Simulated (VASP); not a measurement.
Crystal: Cs3B.

```xyz
4
Lattice="-3.4721 3.4721 3.4721 3.4721 -3.4721 3.4721 3.4721 3.4721 -3.4721" Properties=species:S:1:pos:R:3 pbc="T T T"
Cs    3.4721    0.0000    0.0000
Cs    0.0000    3.4721    0.0000
Cs    0.0000    0.0000    3.4721
B     0.0000    0.0000    0.0000
```

| Item | Value |
| --- | --- |
| Program | VASP 6.6.1 |
| Task | relaxation of cell and atoms |
| Functional | PBE |
| Potentials or basis | VASP PAW PBE potentials, release 64 (Cs_sv, B) |
| Cutoff | 600 eV |
| k mesh | 10 × 10 × 10 |
| Occupations | gaussian, width 0.1 eV |
| Spin | no spin polarisation |

At the start: pressure 2.6 GPa; volume 41.86 Å³/atom.

Task: Where does the relaxation end?

Result: Over 5 steps the energy falls by 107.9 meV/atom and the volume is 60.31 Å³/atom (+44.1 %); space group Im-3m (No. 229, to 0.05 Å).

Step by step:
```
step  energy change (eV)  largest force (eV/Å)  pressure (GPa)  volume (Å³)
   1              0.0000                0.0000            2.62       167.44
   2             -0.2148                0.0000            1.53       184.56
   3             -0.4056                0.0000            0.40       218.67
   4             -0.4300                0.0000            0.09       235.20
   5             -0.4317                0.0000            0.00       241.25
```

Final structure:
```yaml
crystal:
  lattice:
    - [-3.92164, 3.92164, 3.92164]
    - [3.92164, -3.92164, 3.92164]
    - [3.92164, 3.92164, -3.92164]
  atoms:
    - { symbol: Cs, position: [0.00000, 0.50000, 0.50000] }
    - { symbol: Cs, position: [0.50000, 0.00000, 0.50000] }
    - { symbol: Cs, position: [0.50000, 0.50000, 0.00000] }
    - { symbol: B, position: [0.00000, 0.00000, 0.00000] }
```

Caveat: the volume moved by over 15 % at a fixed basis, so the end points are rough.
